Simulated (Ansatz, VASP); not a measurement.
# Ti in VASP and in Ansatz

INCAR

```
PREC = Accurate
ENCUT = 600
EDIFF = 1E-6
ISMEAR = -1
SIGMA = 0.05
LREAL = False
LASPH = True
NELM = 60
ALGO = Normal
ISIF = 3
LWAVE = False
LCHARG = False
GGA = PE
IBRION = 2
NSW = 80
EDIFFG = -0.005
```

Contents of KPOINTS:

```
regular mesh
0
Gamma
  7 7 9
```

The input POSCAR:

```
Ti
1.0
    4.5673748306      0.0000000000      0.0000000000
   -2.2836874153      3.9554626319      0.0000000000
    0.0000000000      0.0000000000      2.8262442700
Ti
3
Direct
    0.6666666667      0.3333333333      0.5000000000
    0.3333333333      0.6666666667      0.5000000000
    0.0000000000      0.0000000000      0.0000000000
```

File input.yaml:

```yaml
crystal:
  lattice:
    - [4.5673748306, 0.0, 0.0]
    - [-2.2836874153, 3.9554626319, 0.0]
    - [0.0, 0.0, 2.82624427]
  atoms:
    - { symbol: Ti, position: [0.6666666667, 0.3333333333, 0.5] }
    - { symbol: Ti, position: [0.3333333333, 0.6666666667, 0.5] }
    - { symbol: Ti, position: [0.0, 0.0, 0.0] }
kpoints:
  mp_grid: { grid: [7, 7, 9] }
scf:
  occupations: { method: fermi_dirac, width: 0.05 }
hamiltonian:
  xc: pbe
  pseudopotentials: { kind: all_electron, lapw: { basis_error: 0.002 } }
output:
  forces: true
  stress: true
relax:
  f_tol: 0.005
  max_steps: 60
  cell: {}
```

Alike in both runs: task relaxation of cell and atoms; functional PBE; k mesh 7 × 7 × 9; occupations fermi-dirac, width 0.05 eV; no spin polarisation.

|  | VASP | Ansatz |
| --- | --- | --- |
| version | VASP 6.6.1 | Ansatz 0.2.0 |
| potentials or method | VASP PAW PBE potentials, release 64 (Ti_sv), cutoff 600 eV | all-electron LAPW, scalar-relativistic |

|  | VASP | Ansatz | Ansatz less VASP |
| --- | --- | --- | --- |
| relaxed volume (Å³/atom) | 17.10 | 17.14 | +0.039 |
| relaxed length of the cell vector where the two differ most in proportion (Å) | 2.829 | 2.831 | +0.0024 |

Ansatz ran all-electron here, and VASP with PAW potentials.
